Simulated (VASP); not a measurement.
# AlN (P6_3mc) in VASP: further runs

The runs below take AlN through single point, with r2SCAN.

Program: VASP 6.6.1. These are calculated values, not measurements. Logs are shortened: lines on timing, memory, paths and dates and some standing lists are left out, and cuts for length are marked.

### Step 1. The cell of the first run

Symmetry: P6_3mc, No. 186, hexagonal system. The conventional cell has a = 3.153 Å, b = 3.153 Å, c = 5.053 Å, α = 90.00°, β = 90.00°, γ = 120.00°. Al (site symmetry 3m) has 4 N at 1.92 to 1.93 Å within 2.5 Å. N (site symmetry 3m) has 4 Al at 1.92 to 1.93 Å within 2.5 Å.

### Step 2. Single point, r2SCAN (equal strain along all axes, cell held: +1.5 %, then relaxed in part)

File POSCAR:

```
AlN
1.0
    3.1532975096      0.0000000000      0.0000000000
   -1.5766487548      2.7308357490      0.0000000000
    0.0000000000      0.0000000000      5.0532525377
Al N
2 2
Direct
    0.6666666667      0.3333333333      0.4993449447
    0.3333333333      0.6666666667      0.9993449447
    0.6666666667      0.3333333333      0.8806550553
    0.3333333333      0.6666666667      0.3806550553
```

File INCAR.step1:

```
SYSTEM = AlN
  PREC = Accurate
  ENCUT = 520
  ISMEAR = 0
  SIGMA = 0.02
  LREAL = .FALSE.
  LASPH = .TRUE.
  NELM = 100
  NBANDS = 16
  GGA = PE
  ALGO = Normal
  EDIFF = 1E-4
  LWAVE = .TRUE.
  LCHARG = .FALSE.
```

File INCAR.step2:

```
SYSTEM = AlN
  PREC = Accurate
  ENCUT = 520
  EDIFF = 1E-7
  ISMEAR = 0
  SIGMA = 0.02
  LREAL = .FALSE.
  LASPH = .TRUE.
  NELM = 100
  ALGO = Normal
  ISIF = 2
  LWAVE = .FALSE.
  LCHARG = .TRUE.
  METAGGA = R2SCAN
  LMIXTAU = .TRUE.
  LELF = .TRUE.
  LVHAR = .TRUE.
  NBANDS = 16
  ISTART = 1
```

File KPOINTS:

```
Automatic mesh
0
G
  12 12 6
  0 0 0
```

Potentials or basis: VASP PAW PBE potentials, release 64 (Al, N).

The run is started by

```sh
> cat potpaw_PBE.64/Al/POTCAR potpaw_PBE.64/N/POTCAR > POTCAR
> cp INCAR.step1 INCAR
> mpirun -np 1 vasp_std > vasp.out
> cp INCAR.step2 INCAR
> mpirun -np 1 vasp_std > vasp.out
```

OUTCAR:

```text
SYSTEM = AlN
   PREC = Accurate
   ENCUT = 520
   EDIFF = 1E-7
   ISMEAR = 0
   LREAL = .FALSE.
   LASPH = .TRUE.
   NELM = 100
   ISIF = 2
   METAGGA = R2SCAN
   ISTART = 1

 ion  position               nearest neighbor table
   1  0.667  0.333  0.499-   4 1.92   4 1.92   4 1.92   3 1.93   2 3.11   2 3.11   2 3.11   2 3.11
                             2 3.11   2 3.11
   2  0.333  0.667  0.999-   3 1.92   3 1.92   3 1.92   4 1.93   1 3.11   1 3.11   1 3.11   1 3.11
                             1 3.11   1 3.11
   3  0.667  0.333  0.881-   2 1.92   2 1.92   2 1.92   1 1.93
   4  0.333  0.667  0.381-   1 1.92   1 1.92   1 1.92   2 1.93

  LATTYP: Found a hexagonal cell.
 ALAT       =     3.1532975096
 C/A-ratio  =     1.6025295813

  Lattice vectors:

 A1 = (   3.1532975096,   0.0000000000,   0.0000000000)
 A2 = (  -1.5766487548,   2.7308357490,   0.0000000000)
 A3 = (   0.0000000000,   0.0000000000,   5.0532525377)

Analysis of symmetry for initial positions (statically):
=====================================================================
 Subroutine PRICEL returns:
 Original cell was already a primitive cell.

 Routine SETGRP: Setting up the symmetry group for a
 hexagonal supercell.

 Subroutine GETGRP returns: Found 12 space group operations
 (whereof  6 operations were pure point group operations)
 out of a pool of 24 trial point group operations.

The static configuration has the point symmetry C_3v.
 The point group associated with its full space group is C_6v.

Analysis of symmetry for dynamics (positions and initial velocities):
=====================================================================
 Subroutine PRICEL returns:
 Original cell was already a primitive cell.

 Routine SETGRP: Setting up the symmetry group for a
 hexagonal supercell.

 Subroutine GETGRP returns: Found 12 space group operations
 (whereof  6 operations were pure point group operations)
 out of a pool of 24 trial point group operations.

The dynamic configuration has the point symmetry C_3v.
 The point group associated with its full space group is C_6v.

 Subroutine INISYM returns: Found 12 space group operations
 (whereof  6 operations are pure point group operations),
 and found     1 'primitive' translations

----------------------------------------------------------------------------------------

                                     Primitive cell

  volume of cell :      43.5143

  direct lattice vectors                    reciprocal lattice vectors
     3.153297510  0.000000000  0.000000000     0.317128338  0.183094132  0.000000000
    -1.576648755  2.730835749  0.000000000     0.000000000  0.366188263  0.000000000
     0.000000000  0.000000000  5.053252538     0.000000000  0.000000000  0.197892346

  length of vectors
     3.153297510  3.153297510  5.053252538     0.366188263  0.366188263  0.197892346

  position of ions in fractional coordinates (direct lattice)
     0.666666667  0.333333333  0.499344945
     0.333333333  0.666666667  0.999344945
     0.666666667  0.333333333  0.880655055
     0.333333333  0.666666667  0.380655055

  ion indices of the primitive-cell ions
   primitive index   ion index
                 1           1
                 2           2
                 3           3
                 4           4

----------------------------------------------------------------------------------------

 KPOINTS: Automatic mesh

Automatic generation of k-mesh.
 Grid dimensions read from file:
 generate k-points for:   12   12    6

 Generating k-lattice:

  Cartesian coordinates                     Fractional coordinates (reciprocal lattice)
     0.026427362  0.015257844  0.000000000     0.083333333  0.000000000  0.000000000
     0.000000000  0.030515689  0.000000000     0.000000000  0.083333333  0.000000000
     0.000000000  0.000000000  0.032982058     0.000000000  0.000000000  0.166666667

  Length of vectors
     0.030515689  0.030515689  0.032982058

  Shift w.r.t. Gamma in fractional coordinates (k-lattice)
     0.000000000  0.000000000  0.000000000

 Subroutine IBZKPT returns following result:
 ===========================================

 Found     76 irreducible k-points:

 Following reciprocal coordinates:
            Coordinates               Weight
  0.000000  0.000000  0.000000      1.000000
  0.083333  0.000000  0.000000      6.000000
  0.166667  0.000000  0.000000      6.000000
  0.250000 -0.000000  0.000000      6.000000
  0.333333  0.000000  0.000000      6.000000
  0.416667  0.000000  0.000000      6.000000
[... 16 lines left out ...]
  0.250000 -0.000000  0.166667     12.000000
  0.333333  0.000000  0.166667     12.000000
 [... further k-points ...]
   k-points           NKPTS =     76   k-points in BZ     NKDIM =     76   number of bands    NBANDS=     16
   number of dos      NEDOS =    301   number of ions     NIONS =      4
   total plane-waves  NPLWV =  23040
   dimension x,y,z NGX =    24 NGY =   24 NGZ =   40
   dimension x,y,z NGXF=    48 NGYF=   48 NGZF=   80
   ions per type =               2   2
   NGX,Y,Z   is equivalent  to a cutoff of  12.65, 12.65, 13.16 a.u.
   NGXF,Y,Z  is equivalent  to a cutoff of  25.31, 25.31, 26.32 a.u.
 SYSTEM =  AlN
   PREC   = accura    normal or accurate (medium, high low for compatibility)
   ISTART =      1    job   : 0-new  1-cont  2-samecut
   ICHARG =      0    charge: 1-file 2-atom 10-const
   ISPIN  =      1    spin polarized calculation?
   LNONCOLLINEAR =      F non collinear calculations
   LSORBIT =      F    spin-orbit coupling
   LASPH  =      T    aspherical Exc in radial PAW
   ENCUT  =  520.0 eV  38.22 Ry    6.18 a.u.   5.86  5.86  9.40*2*pi/ulx,y,z
   NELM   =    100;   NELMIN=  2; NELMDL=  0     # of ELM steps
   EDIFF  = 0.1E-06   stopping-criterion for ELM
   LREAL  =      F    real-space projection
   EDIFFG = 0.1E-05   stopping-criterion for IOM
   NSW    =      0    number of steps for IOM
   IBRION =     -1    ionic relax: 0-MD 1-quasi-New 2-CG
   NFREE  =      0    steps in history (QN), initial steepest desc. (CG)
   ISIF   =      2    stress and relaxation
   ISYM   =      2    0-nonsym 1-usesym 2-fastsym
   POTIM  = 0.5000    time-step for ionic-motion
   TEBEG  =    0.0;   TEEND  =   0.0 temperature during run
   PSTRESS=    0.0 pullay stress
   NELECT =      16.0000    total number of electrons
   NUPDOWN=      -1.0000    fix difference up-down
   EMIN   =  10.00;   EMAX   =-10.00  energy-range for DOS
   EFERMI =   0.00;   METHOD = LEGACY
   ISMEAR =     0;   SIGMA  =   0.02  broadening in eV -4-tet -1-fermi 0-gaus
   EFERMI_NEDOS =   21; number of points for ismear=-14 and -15
   IALGO  =     38    algorithm
   IMIX   =      4    mixing-type and parameters
     AMIX     =   0.40;   BMIX     =  1.00
     AMIX_MAG =   1.60;   BMIX_MAG =  1.00
  volume/ion in A,a.u.               =      10.88        73.41
  Fermi-wavevector in a.u.,A,eV,Ry     =   1.172837  2.216341 18.715447  1.375547
  Thomas-Fermi vector in A             =   2.309259
   LORBIT       =      0    0 simple, 1 ext, 2 COOP (PROOUT), +10 PAW based schemes
   METAGGA = R2SCAN    functional components
   LHFCALC =     F    Hartree Fock is set to
   AEXX    =    0.0000 exact exchange contribution
   IVDW    =     0    specifies the selected vdW correction
   LEPSILON=     F    determine dielectric tensor
   LRPA    =     F    only Hartree local field effects (RPA)
 non-spin polarized calculation
 Gauss-broadening in eV      SIGMA  =   0.02
  energy-cutoff  :      520.00
  volume of cell :       43.51
 maximum number of plane-waves:      1194
 NGX is ok and might be reduce to    24
   NGX = 11   NGY = 11   NGZ = 19

 number of electron      16.0000000 magnetization

 Free energy of the ion-electron system (eV)
  ---------------------------------------------------
  ext. energy  EPLUGINS =         0.00000000
  ---------------------------------------------------
  free energy    TOTEN  =       -38.40049257 eV

  energy without entropy =      -38.40049257  energy(sigma->0) =      -38.40049257

 E-fermi :   5.6226     XC(G=0): -11.2153

 val. band max:        5.4950766850   @ k =   0.0000   0.0000   0.0000
 cond. band min:      10.0104849027   @ k =   0.0000   0.0000   0.0000
 fundamental gap:      4.5154082177
 Fermi energy:         5.6225525191

 k-point     1 :       0.0000    0.0000    0.0000
  band No.  band energies     occupation
      1     -10.2144      2.00000
      2      -8.2271      2.00000
      3      -0.3701      2.00000
      4       4.6389      2.00000
      5       4.6389      2.00000
      6       5.2890      2.00000
[... 8 lines left out ...]
     15      19.1857      0.00000
     16      19.1857      0.00000

 k-point     2 :       0.0833    0.0000    0.0000
  band No.  band energies     occupation
      1     -10.1298      2.00000
      2      -8.1801      2.00000
      3      -0.2662      2.00000
      4       4.2389      2.00000
      5       4.5246      2.00000
      6       4.8814      2.00000
[... 8 lines left out ...]
     15      19.2289      0.00000
     16      19.2592      0.00000

 k-point     3 :       0.1667    0.0000    0.0000
  band No.  band energies     occupation
      1      -9.8843      2.00000
      2      -8.0524      2.00000
      3       0.0399      2.00000
      4       3.2569      2.00000
      5       4.0113      2.00000
      6       4.2544      2.00000
[... 8 lines left out ...]
     15      18.4620      0.00000
     16      18.8629      0.00000

 k-point     4 :       0.2500   -0.0000    0.0000
  band No.  band energies     occupation
      1      -9.5049      2.00000
      2      -7.8849      2.00000
      3       0.5284      2.00000
      4       2.1069      2.00000
      5       3.0548      2.00000
      6       3.9423      2.00000
[... 8 lines left out ...]
     15      18.1739      0.00000
     16      19.3978      0.00000

 k-point     5 :       0.3333    0.0000    0.0000
  band No.  band energies     occupation
      1      -9.0452      2.00000
      2      -7.7464      2.00000
      3       1.0664      2.00000
      4       1.1800      2.00000
      5       2.2064      2.00000
      6       3.6702      2.00000
[... 8 lines left out ...]
     15      18.1645      0.00000
     16      20.5447      0.00000

 k-point     6 :       0.4167    0.0000    0.0000
  band No.  band energies     occupation
      1      -8.6050      2.00000
      2      -7.7098      2.00000
      3       0.3951      2.00000
      4       1.5897      2.00000
      5       1.8511      2.00000
      6       3.4888      2.00000
[... 8 lines left out ...]
     15      18.7237      0.00000
     16      21.3851      0.00000
[... 267 lines left out ...]
 k-point    21 :       0.0833    0.0000    0.1667
  band No.  band energies     occupation
      1     -10.0295      2.00000
      2      -8.3585      2.00000
      3       0.0681      2.00000
      4       4.2840      2.00000
      5       4.5566      2.00000
      6       4.5711      2.00000
[... 8 lines left out ...]
     15      18.7735      0.00000
     16      18.9212      0.00000

 k-point    22 :       0.1667    0.0000    0.1667
  band No.  band energies     occupation
      1      -9.7881      2.00000
      2      -8.2153      2.00000
      3       0.3203      2.00000
      4       3.3198      2.00000
      5       3.7828      2.00000
      6       4.3112      2.00000
[... 8 lines left out ...]
     15      18.6014      0.00000
     16      18.9969      0.00000

 k-point    23 :       0.2500   -0.0000    0.1667
  band No.  band energies     occupation
      1      -9.4162      2.00000
      2      -8.0212      2.00000
      3       0.6569      2.00000
      4       2.2624      2.00000
      5       2.8864      2.00000
      6       4.0082      2.00000
[... 8 lines left out ...]
     15      18.4685      0.00000
     16      19.4598      0.00000

 k-point    24 :       0.3333    0.0000    0.1667
  band No.  band energies     occupation
      1      -8.9689      2.00000
      2      -7.8459      2.00000
      3       0.6813      2.00000
      4       1.6148      2.00000
      5       2.2184      2.00000
      6       3.7424      2.00000
[... 8 lines left out ...]
     15      18.5241      0.00000
     16      20.4437      0.00000

 [... further k-points ...]
[... 5 lines left out ...]
  --------------------------------------------------------------------------------------
  -------------------------------------------------------------------------------------
  Total       -2.5235313     -2.5235313     -2.3145558      0.0000000      0.0000000     -0.0000000
  in kB      -92.9154106    -92.9154106    -85.2210167      0.0000000      0.0000000     -0.0000000
  external PRESSURE =     -90.3506127 kB  Pullay stress =       0.0000000 kB

 VOLUME and BASIS-vectors are now :
 -----------------------------------------------------------------------------
  energy-cutoff  :      520.00
  volume of cell :       43.51
      direct lattice vectors                 reciprocal lattice vectors
     3.153297510  0.000000000  0.000000000     0.317128338  0.183094132  0.000000000
    -1.576648755  2.730835749  0.000000000     0.000000000  0.366188263  0.000000000
     0.000000000  0.000000000  5.053252538     0.000000000  0.000000000  0.197892346

 POSITION                                       TOTAL-FORCE (eV/Angst)
 -----------------------------------------------------------------------------------
      1.57665      0.91028      2.52332        -0.000000      0.000000     -0.001958
     -0.00000      1.82056      5.04994         0.000000     -0.000000     -0.001958
      1.57665      0.91028      4.45017        -0.000000      0.000000      0.001958
     -0.00000      1.82056      1.92355         0.000000     -0.000000      0.001958
 -----------------------------------------------------------------------------------
    total drift:                               -0.000000      0.000000     -0.024959

  FREE ENERGIE OF THE ION-ELECTRON SYSTEM (eV)
  ---------------------------------------------------
  free  energy   TOTEN  =       -38.4004925676 eV

  energy  without entropy=      -38.4004925676  energy(sigma->0) =      -38.40049257
```

Wall time 3.1 min (1 thread of Intel Xeon Platinum 8488C (Sapphire Rapids), shared host); peak memory 0.19 GiB.

Results:

| Quantity | Value |
| --- | --- |
| Free energy | -38.4005 eV |
| Pressure | -9.0 GPa |
| Band gap on the k mesh | 4.52 eV, direct |

Stress tensor (GPa, compression positive):
```
-9.29  0.00  0.00
 0.00 -9.29  0.00
 0.00  0.00 -8.52
```

Levels at points of the mesh, in eV from the valence-band top:
```csv
k point,band 5,band 6,band 7,band 8,band 9,band 10,band 11,band 12
"(0.00, 0.00, 0.00)",-0.86,-0.21,-0.21,0.00,4.52,7.14,11.24,11.71
"(0.50, 0.00, 0.00)",-3.28,-2.07,-1.70,-0.69,6.34,6.40,8.65,10.92
"(0.00, 0.00, 0.50)",-0.54,-0.54,-0.54,-0.54,6.85,6.85,10.94,10.94
"(0.50, 0.00, 0.50)",-1.45,-1.45,-1.35,-1.35,5.84,5.84,9.86,9.86
```

Caveat: the cell differs from its parent crystal (equal strain along all axes, cell held: +1.5 %, then relaxed in part); the PAW data sets were made with another functional, which shifts forces and pressure a little. A k mesh can miss the band edges.

### Step 3. Single point, r2SCAN

POSCAR is that of step 2.

File INCAR.step1:

```
PREC = Accurate ; ENCUT = 520
ISMEAR = 0 ; SIGMA = 0.02
LREAL = F ; LASPH = T
NELM = 80 ; NBANDS = 16
GGA = PE ; ALGO = Normal
EDIFF = 1E-4 ; LWAVE = T
LCHARG = F
```

File INCAR.step2:

```
PREC = Accurate ; ENCUT = 520
EDIFF = 1E-6 ; ISMEAR = 0
SIGMA = 0.02 ; LREAL = F
LASPH = T ; NELM = 80
ALGO = Normal ; ISIF = 2
LWAVE = F ; LCHARG = F
METAGGA = R2SCAN ; LMIXTAU = T
NBANDS = 16 ; ISTART = 1
```

File KPOINTS:

```
Automatic mesh
0
Gamma
  12 12 6
```

Potentials or basis: VASP PAW PBE potentials, release 64 (Al, N).

The run is started by

```sh
> cat potpaw_PBE.64/Al/POTCAR potpaw_PBE.64/N/POTCAR > POTCAR
> cp INCAR.step1 INCAR
> mpirun -np 1 vasp_std > vasp.out
> cp INCAR.step2 INCAR
> mpirun -np 1 vasp_std > vasp.out
```

It took 2.6 min on 1 thread of Intel Xeon Platinum 8488C (Sapphire Rapids), shared host; peak memory 0.19 GiB.

It converged, with:

```yaml
Free_energy: -38.4005 eV
Pressure: -9.0 GPa
Band_gap_on_the_k_mesh: 4.52 eV, direct
```

Stress tensor (GPa, compression positive):
```
-9.30  0.00  0.00
 0.00 -9.30  0.00
 0.00  0.00 -8.53
```

Levels at points of the mesh, in eV from the valence-band top:
```
           k point  band 4  band 5  band 6  band 7  band 8  band 9  band 10  band 11  band 12  band 13
(0.00, 0.00, 0.00)   -0.86   -0.86   -0.21   -0.21    0.00    4.52     7.14    11.24    11.71    11.71
(0.50, 0.00, 0.00)   -4.11   -3.28   -2.07   -1.70   -0.69    6.34     6.40     8.65    10.92    11.46
(0.00, 0.00, 0.50)   -3.30   -0.54   -0.54   -0.54   -0.54    6.85     6.85    10.94    10.94    12.02
(0.50, 0.00, 0.50)   -5.49   -1.45   -1.45   -1.35   -1.35    5.84     5.84     9.86     9.86    12.41
```

Caveat: the PAW data sets were made with another functional, which shifts forces and pressure a little. A k mesh can miss the band edges.

### Step 4. Single point, r2SCAN (equal strain along all axes, cell held: +3.0 %, then relaxed in part)

File POSCAR:

```
AlN
1.0
    3.1998979654      0.0000000000      0.0000000000
   -1.5999489827      2.7711929276      0.0000000000
    0.0000000000      0.0000000000      5.1279311466
Al N
2 2
Direct
    0.6666666667      0.3333333333      0.4995107779
    0.3333333333      0.6666666667      0.9995107779
    0.6666666667      0.3333333333      0.8804892221
    0.3333333333      0.6666666667      0.3804892221
```

File INCAR.step1:

```
PREC = Accurate
ENCUT = 520
ISMEAR = 0
SIGMA = 0.02
LREAL = F
LASPH = T
NELM = 100
NBANDS = 16
GGA = PE
ALGO = Normal
EDIFF = 1E-4
LWAVE = T
LCHARG = F
```

File INCAR.step2:

```
PREC = Accurate
ENCUT = 520
EDIFF = 1E-6
ISMEAR = 0
SIGMA = 0.02
LREAL = F
LASPH = T
NELM = 100
ALGO = Normal
ISIF = 2
LWAVE = F
LCHARG = F
METAGGA = R2SCAN
LMIXTAU = T
NBANDS = 16
ISTART = 1
```

File KPOINTS:

```
regular mesh
0
Gamma
  12 12 6
```

The run is started by

```sh
> cat potpaw_PBE.64/Al/POTCAR potpaw_PBE.64/N/POTCAR > POTCAR
> cp INCAR.step1 INCAR
> mpirun -np 1 vasp_std > vasp.out
> cp INCAR.step2 INCAR
> mpirun -np 1 vasp_std > vasp.out
```

It took 2.9 min on 1 thread of Intel Xeon Platinum 8488C (Sapphire Rapids), shared host; peak memory 0.19 GiB.

Results (log left out):

| Item | Value |
| --- | --- |
| Free energy | -38.2463 eV |
| Pressure | -16.1 GPa |
| Band gap on the k mesh | 4.13 eV, direct |

Forces on the atoms (eV/Å):
```
Al   0.000  0.000 -0.002
Al   0.000  0.000 -0.002
N    0.000  0.000  0.002
N    0.000  0.000  0.002
```

Stress tensor (GPa, compression positive):
```
-16.59   0.00   0.00
  0.00 -16.59   0.00
  0.00   0.00 -15.26
```

Levels at points of the mesh, in eV from the valence-band top:
```tsv
k point	band 4	band 5	band 6	band 7	band 8	band 9	band 10	band 11	band 12	band 13
(0.00, 0.00, 0.00)	-0.83	-0.83	-0.19	-0.19	0.00	4.13	6.75	10.87	11.39	11.39
(0.50, 0.00, 0.00)	-4.01	-3.18	-2.00	-1.64	-0.67	6.24	6.24	8.26	10.59	11.20
(0.00, 0.00, 0.50)	-3.22	-0.52	-0.52	-0.52	-0.52	6.47	6.47	10.57	10.57	11.70
(0.50, 0.00, 0.50)	-5.32	-1.40	-1.40	-1.31	-1.31	5.68	5.68	9.58	9.58	11.91
```

Caveat: the cell differs from its parent crystal (equal strain along all axes, cell held: +3.0 %, then relaxed in part); the PAW data sets were made with another functional, which shifts forces and pressure a little. A k mesh can miss the band edges.
